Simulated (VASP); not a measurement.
# SrFe3 (Pm-3m) in VASP: further runs

The runs below take SrFe3 through single point, with PBEsol.

All numbers are computed with VASP 6.6.1; they aren't measurements. Logs are shortened: lines on timing, memory, paths and dates and some standing lists are left out, and cuts for length are marked.

## (1) The cell of the first run

It takes space group Pm-3m (No. 221, cubic). Conventional cell: a = 3.947 Å, b = 3.947 Å, c = 3.947 Å, α = 90.00°, β = 90.00°, γ = 90.00°. Sr (site symmetry m-3m) has 12 Fe at 2.79 Å within 3.7 Å. Within 3.7 Å of Fe (site symmetry 4/mmm) lie 4 Sr at 2.79 Å and 8 Fe at 2.79 Å.

## (2) Single point, PBEsol, collinear spin, ferromagnetic start (volume scaled by 0.960)

File INCAR:

```
SYSTEM = SrFe3
  PREC = Accurate
  ENCUT = 520
  EDIFF = 1E-7
  ISMEAR = 0
  SIGMA = 0.05
  LREAL = .False.
  LASPH = .True.
  NELM = 150
  ALGO = Normal
  ISIF = 2
  LWAVE = .False.
  LCHARG = .False.
  ISPIN = 2
  MAGMOM = 0 2.81 2.81 2.81
  LORBIT = 11
  LMAXMIX = 4
  GGA = PS
  NBANDS = 29
```

File KPOINTS:

```
regular mesh
0
Gamma
  8 8 8
  0 0 0
```

File POSCAR:

```
SrFe3
1.0
    3.9469858282      0.0000000000      0.0000000000
    0.0000000000      3.9469858282      0.0000000000
    0.0000000000      0.0000000000      3.9469858282
Sr Fe
1 3
Direct
    0.0000000000      0.0000000000      0.0000000000
    0.0000000000      0.5000000000      0.5000000000
    0.5000000000      0.5000000000      0.0000000000
    0.5000000000      0.0000000000      0.5000000000
```

Potentials or basis: VASP PAW PBE potentials, release 64 (Sr_sv, Fe).

Launch:

```console
cat potpaw_PBE.64/Sr_sv/POTCAR potpaw_PBE.64/Fe/POTCAR > POTCAR
mpirun -np 1 vasp_std > vasp.out
```

OUTCAR:

```text
SYSTEM = SrFe3
   PREC = Accurate
   ENCUT = 520
   EDIFF = 1E-7
   ISMEAR = 0
   LREAL = .False.
   LASPH = .True.
   NELM = 150
   ISIF = 2
   ISPIN = 2
   LORBIT = 11
   GGA = PS

 ion  position               nearest neighbor table
   1  0.000  0.000  0.000-   2 2.79   3 2.79   4 2.79   2 2.79   4 2.79   2 2.79   3 2.79   2 2.79
                             3 2.79   4 2.79   4 2.79   3 2.79
   2  0.000  0.500  0.500-   1 2.79   3 2.79   4 2.79   1 2.79   3 2.79   1 2.79   4 2.79   1 2.79
                             3 2.79   4 2.79   3 2.79   4 2.79
   3  0.500  0.500  0.000-   1 2.79   2 2.79   4 2.79   2 2.79   4 2.79   1 2.79   4 2.79   4 2.79
                             1 2.79   2 2.79   2 2.79   1 2.79
   4  0.500  0.000  0.500-   1 2.79   2 2.79   3 2.79   1 2.79   3 2.79   2 2.79   3 2.79   3 2.79
                             1 2.79   2 2.79   1 2.79   2 2.79

  LATTYP: Found a simple cubic cell.
 ALAT       =     3.9469858282

  Lattice vectors:

 A1 = (   3.9469858282,   0.0000000000,   0.0000000000)
 A2 = (   0.0000000000,   3.9469858282,   0.0000000000)
 A3 = (   0.0000000000,   0.0000000000,   3.9469858282)

Analysis of symmetry for initial positions (statically):
=====================================================================
 Subroutine PRICEL returns:
 Original cell was already a primitive cell.

 Routine SETGRP: Setting up the symmetry group for a
 simple cubic supercell.

 Subroutine GETGRP returns: Found 48 space group operations
 (whereof 48 operations were pure point group operations)
 out of a pool of 48 trial point group operations.

The static configuration has the point symmetry O_h .

Analysis of symmetry for dynamics (positions and initial velocities):
=====================================================================
 Subroutine PRICEL returns:
 Original cell was already a primitive cell.

 Routine SETGRP: Setting up the symmetry group for a
 simple cubic supercell.

 Subroutine GETGRP returns: Found 48 space group operations
 (whereof 48 operations were pure point group operations)
 out of a pool of 48 trial point group operations.

The dynamic configuration has the point symmetry O_h .

Analysis of structural, dynamic, and magnetic symmetry:
=====================================================================
 Subroutine PRICEL returns:
 Original cell was already a primitive cell.

 Routine SETGRP: Setting up the symmetry group for a
 simple cubic supercell.

 Subroutine GETGRP returns: Found 48 space group operations
 (whereof 48 operations were pure point group operations)
 out of a pool of 48 trial point group operations.

The overall configuration has the point symmetry O_h .

 Subroutine INISYM returns: Found 48 space group operations
 (whereof 48 operations are pure point group operations),
[... 127 lines left out ...]
   AEXX    =    0.0000 exact exchange contribution
   IVDW    =     0    specifies the selected vdW correction
   LEPSILON=     F    determine dielectric tensor
   LRPA    =     F    only Hartree local field effects (RPA)
 spin polarized calculation
 Gauss-broadening in eV      SIGMA  =   0.05
  energy-cutoff  :      520.00
  volume of cell :       61.49
 maximum number of plane-waves:      1675
 NGX is ok and might be reduce to    30
   NGX = 15   NGY = 15   NGZ = 15

 number of electron      34.0000012 magnetization       7.3466237

 Free energy of the ion-electron system (eV)
  ---------------------------------------------------
  ext. energy  EPLUGINS =         0.00000000
  ---------------------------------------------------
  free energy    TOTEN  =       -24.61772221 eV

  energy without entropy =      -24.61090865  energy(sigma->0) =      -24.61431543

 E-fermi :   4.8162     XC(G=0): -11.9094

 val. band max:        4.8075686146   @ k =   0.2500   0.2500   0.1250
 cond. band min:       4.8177142028   @ k =   0.5000   0.5000   0.1250
 fundamental gap:      0.0101455882
 Fermi energy:         4.8162254175

 spin component 1

 k-point     1 :       0.0000    0.0000    0.0000
  band No.  band energies     occupation
      1     -28.9924      1.00000
      2     -11.2504      1.00000
      3     -11.2504      1.00000
      4     -11.2504      1.00000
      5      -1.9254      1.00000
      6       0.5273      1.00000
[... 757 lines left out ...]
     28      12.6342      0.00000
     29      14.6860      0.00000

 [... further k-points ...]

 spin component 2

 k-point     1 :       0.0000    0.0000    0.0000
  band No.  band energies     occupation
      1     -29.0365      1.00000
      2     -11.3091      1.00000
      3     -11.3091      1.00000
      4     -11.3091      1.00000
      5      -1.6327      1.00000
      6       1.7310      1.00000
[... 757 lines left out ...]
     28      13.1061      0.00000
     29      15.2215      0.00000

 [... further k-points ...]
[... 5 lines left out ...]
  --------------------------------------------------------------------------------------
  -------------------------------------------------------------------------------------
  Total        1.5019302      1.5019302      1.5019302      0.0000000      0.0000000      0.0000000
  in kB       39.1348465     39.1348465     39.1348465      0.0000000      0.0000000      0.0000000
  external PRESSURE =      39.1348465 kB  Pullay stress =       0.0000000 kB

 VOLUME and BASIS-vectors are now :
 -----------------------------------------------------------------------------
  energy-cutoff  :      520.00
  volume of cell :       61.49
      direct lattice vectors                 reciprocal lattice vectors
     3.946985828  0.000000000  0.000000000     0.253357890  0.000000000  0.000000000
     0.000000000  3.946985828  0.000000000     0.000000000  0.253357890  0.000000000
     0.000000000  0.000000000  3.946985828     0.000000000  0.000000000  0.253357890

 POSITION                                       TOTAL-FORCE (eV/Angst)
 -----------------------------------------------------------------------------------
      0.00000      0.00000      0.00000         0.000000      0.000000      0.000000
      0.00000      1.97349      1.97349         0.000000      0.000000      0.000000
      1.97349      1.97349      0.00000         0.000000      0.000000      0.000000
      1.97349      0.00000      1.97349         0.000000      0.000000      0.000000
 -----------------------------------------------------------------------------------
    total drift:                                0.000000      0.000000     -0.000000

  FREE ENERGIE OF THE ION-ELECTRON SYSTEM (eV)
  ---------------------------------------------------
  free  energy   TOTEN  =       -24.6177222077 eV

  energy  without entropy=      -24.6109086528  energy(sigma->0) =      -24.61431543

 total charge

# of ion       s       p       d       tot
------------------------------------------
    1        2.096   5.729   0.576   8.401
    2        0.451   0.330   6.217   6.998
    3        0.451   0.330   6.217   6.998
    4        0.451   0.330   6.217   6.998
--------------------------------------------------
tot          3.448   6.719  19.226  29.393

 magnetization (x)

# of ion       s       p       d       tot
------------------------------------------
    1       -0.010   0.001  -0.080  -0.089
    2       -0.005  -0.016   2.510   2.489
    3       -0.005  -0.016   2.510   2.489
    4       -0.005  -0.016   2.510   2.489
--------------------------------------------------
tot         -0.024  -0.048   7.449   7.378
```

Wall time 2.7 min (1 thread of Oxide Virtual Turin-like, shared host); peak memory 0.21 GiB.

What came out:

```yaml
Free_energy: -24.6177 eV
Pressure: 3.9 GPa
Net_moment: 7.35 μB per cell
Site_moments: Sr -0.09; Fe +2.49 μB
Valence_electrons_inside_the_program's_atomic_spheres: Sr 8.40; Fe 7.00
```

Levels at points of the mesh, in eV from the Fermi level:
Spin up:
```csv
k point,band 19,band 20,band 21,band 22,band 23,band 24
"(0.00, 0.00, 0.00)",-0.77,-0.77,3.07,3.07,3.07,3.07
"(0.50, 0.00, 0.00)",-1.83,-1.52,-0.77,2.31,2.31,2.71
"(0.50, 0.50, 0.00)",-1.91,-1.51,-0.87,1.14,1.14,3.59
"(0.50, 0.50, 0.50)",-0.98,-0.74,1.69,1.69,1.69,2.18
```
Spin down:
| k point | band 10 | band 11 | band 12 | band 13 | band 14 | band 15 | band 16 | band 17 | band 18 | band 19 |
| --- | --- | --- | --- | --- | --- | --- | --- | --- | --- | --- |
| (0.00, 0.00, 0.00) | -1.95 | -1.91 | 0.09 | 0.09 | 0.09 | 1.25 | 1.25 | 1.35 | 1.55 | 1.55 |
| (0.50, 0.00, 0.00) | -0.95 | -0.95 | -0.63 | -0.58 | -0.58 | 0.34 | 0.47 | 0.60 | 0.62 | 0.62 |
| (0.50, 0.50, 0.00) | -0.83 | -0.83 | -0.64 | -0.64 | -0.13 | -0.02 | 0.01 | 0.16 | 0.66 | 0.66 |
| (0.50, 0.50, 0.50) | -0.46 | -0.46 | -0.46 | 0.30 | 0.30 | 0.30 | 0.42 | 0.42 | 1.37 | 1.37 |

Caveat: the PAW data sets were made with another functional, which shifts forces and pressure a little.

## (3) Single point, PBEsol, collinear spin, ferromagnetic start (volume scaled by 0.980)

INCAR, as its differences from that of step 2:

```diff
@@ -3,3 +3,3 @@
   ENCUT = 520
-  EDIFF = 1E-7
+  EDIFF = 1E-6
   ISMEAR = 0
@@ -14,3 +14,3 @@
   ISPIN = 2
-  MAGMOM = 0 2.81 2.81 2.81
+  MAGMOM = 0 2.84 2.84 2.84
   LORBIT = 11
```

KPOINTS is that of step 2.

File POSCAR:

```
SrFe3
1.0
    3.9742072803      0.0000000000      0.0000000000
    0.0000000000      3.9742072803      0.0000000000
    0.0000000000      0.0000000000      3.9742072803
Sr Fe
1 3
Direct
    0.0000000000      0.0000000000      0.0000000000
    0.0000000000      0.5000000000      0.5000000000
    0.5000000000      0.5000000000      0.0000000000
    0.5000000000      0.0000000000      0.5000000000
```

Potentials or basis: VASP PAW PBE potentials, release 64 (Sr_sv, Fe).

Launch:

```console
cat potpaw_PBE.64/Sr_sv/POTCAR potpaw_PBE.64/Fe/POTCAR > POTCAR
mpirun -np 1 vasp_std > vasp.out
```

OUTCAR:

```text
SYSTEM = SrFe3
   PREC = Accurate
   ENCUT = 520
   EDIFF = 1E-6
   ISMEAR = 0
   LREAL = .False.
   LASPH = .True.
   NELM = 150
   ISIF = 2
   ISPIN = 2
   LORBIT = 11
   GGA = PS

 ion  position               nearest neighbor table
   1  0.000  0.000  0.000-   2 2.81   3 2.81   4 2.81   2 2.81   4 2.81   2 2.81   3 2.81   2 2.81
                             3 2.81   4 2.81   4 2.81   3 2.81
   2  0.000  0.500  0.500-   1 2.81   3 2.81   4 2.81   1 2.81   3 2.81   1 2.81   4 2.81   1 2.81
                             3 2.81   4 2.81   3 2.81   4 2.81
   3  0.500  0.500  0.000-   1 2.81   2 2.81   4 2.81   2 2.81   4 2.81   1 2.81   4 2.81   4 2.81
                             1 2.81   2 2.81   2 2.81   1 2.81
   4  0.500  0.000  0.500-   1 2.81   2 2.81   3 2.81   1 2.81   3 2.81   2 2.81   3 2.81   3 2.81
                             1 2.81   2 2.81   1 2.81   2 2.81

  LATTYP: Found a simple cubic cell.
 ALAT       =     3.9742072803

  Lattice vectors:

 A1 = (   3.9742072803,   0.0000000000,   0.0000000000)
 A2 = (   0.0000000000,   3.9742072803,   0.0000000000)
 A3 = (   0.0000000000,   0.0000000000,   3.9742072803)

Analysis of symmetry for initial positions (statically):
[... 1747 lines left out ...]
  --------------------------------------------------------------------------------------
  -------------------------------------------------------------------------------------
  Total        0.8178912      0.8178912      0.8178912     -0.0000000      0.0000000      0.0000000
  in kB       20.8763503     20.8763503     20.8763503     -0.0000000      0.0000000      0.0000000
  external PRESSURE =      20.8763503 kB  Pullay stress =       0.0000000 kB

 VOLUME and BASIS-vectors are now :
 -----------------------------------------------------------------------------
  energy-cutoff  :      520.00
  volume of cell :       62.77
      direct lattice vectors                 reciprocal lattice vectors
     3.974207280  0.000000000  0.000000000     0.251622507  0.000000000  0.000000000
     0.000000000  3.974207280  0.000000000     0.000000000  0.251622507  0.000000000
     0.000000000  0.000000000  3.974207280     0.000000000  0.000000000  0.251622507

 POSITION                                       TOTAL-FORCE (eV/Angst)
 -----------------------------------------------------------------------------------
      0.00000      0.00000      0.00000         0.000000      0.000000      0.000000
      0.00000      1.98710      1.98710         0.000000      0.000000      0.000000
      1.98710      1.98710      0.00000         0.000000      0.000000      0.000000
      1.98710      0.00000      1.98710         0.000000      0.000000      0.000000
 -----------------------------------------------------------------------------------
    total drift:                                0.000000      0.000000     -0.000000

  FREE ENERGIE OF THE ION-ELECTRON SYSTEM (eV)
  ---------------------------------------------------
  free  energy   TOTEN  =       -24.6417134368 eV

  energy  without entropy=      -24.6346311960  energy(sigma->0) =      -24.63817232

 total charge

# of ion       s       p       d       tot
------------------------------------------
    1        2.094   5.729   0.552   8.374
    2        0.445   0.322   6.203   6.970
    3        0.445   0.322   6.203   6.970
    4        0.445   0.322   6.203   6.970
--------------------------------------------------
tot          3.430   6.694  19.161  29.285

 magnetization (x)

# of ion       s       p       d       tot
------------------------------------------
    1       -0.009  -0.000  -0.077  -0.087
    2       -0.004  -0.015   2.532   2.513
    3       -0.004  -0.015   2.532   2.513
    4       -0.004  -0.015   2.532   2.513
--------------------------------------------------
tot         -0.022  -0.045   7.518   7.451
```

stdout:

```text
POSCAR found type information on POSCAR SrFe
 POSCAR found :  2 types and       4 ions
 scaLAPACK will be used
 -----------------------------------------------------------------------------
|                                                                             |
|                                                                             |
|     You enforced a specific xc type in the INCAR file but a different       |
|     I HOPE YOU KNOW WHAT YOU ARE DOING!                                     |
|                                                                             |
 -----------------------------------------------------------------------------

 LDA part: xc-table for (Slater+PW92), standard interpolation
 POSCAR, INCAR and KPOINTS ok, starting setup
 FFT: planning ... GRIDC
 FFT: planning ... GRID_SOFT
 FFT: planning ... GRID
 WAVECAR not read
 entering main loop
```

Wall time 2.5 min (1 thread of Oxide Virtual Turin-like, shared host); peak memory 0.21 GiB.

Results:

| Quantity | Value |
| --- | --- |
| Free energy | -24.6417 eV |
| Pressure | 2.1 GPa |
| Net moment | 7.42 μB per cell |
| Site moments | Sr -0.09; Fe +2.51 μB |
| Valence electrons inside the program's atomic spheres | Sr 8.37; Fe 6.97 |

Levels at points of the mesh, in eV from the Fermi level:
Spin up:
```csv
k point,band 17,band 18,band 19,band 20,band 21,band 22,band 23,band 24,band 25,band 26
"(0.00, 0.00, 0.00)",-1.16,-0.82,-0.82,-0.82,2.98,2.98,2.99,2.99,2.99,7.12
"(0.50, 0.00, 0.00)",-1.89,-1.85,-1.85,-1.56,-0.82,2.28,2.28,2.67,6.55,6.79
"(0.50, 0.50, 0.00)",-2.16,-2.08,-1.93,-1.54,-0.86,1.03,1.03,3.55,3.55,6.85
"(0.50, 0.50, 0.50)",-1.03,-1.03,-1.03,-0.72,1.60,1.60,1.60,2.09,2.09,2.09
```
Spin down:
```
           k point  band 9  band 10  band 11  band 12  band 13  band 14  band 15  band 16  band 17  band 18
(0.00, 0.00, 0.00)   -1.88    -1.88    -1.84     0.10     0.10     0.10     1.24     1.24     1.33     1.51
(0.50, 0.00, 0.00)   -1.26    -0.91    -0.91    -0.59    -0.57    -0.57     0.33     0.48     0.61     0.61
(0.50, 0.50, 0.00)   -1.19    -0.79    -0.79    -0.62    -0.62    -0.09    -0.02     0.04     0.18     0.65
(0.50, 0.50, 0.50)   -0.51    -0.43    -0.43    -0.43     0.32     0.32     0.32     0.43     0.43     1.34
```

Caveat: the PAW data sets were made with another functional, which shifts forces and pressure a little.
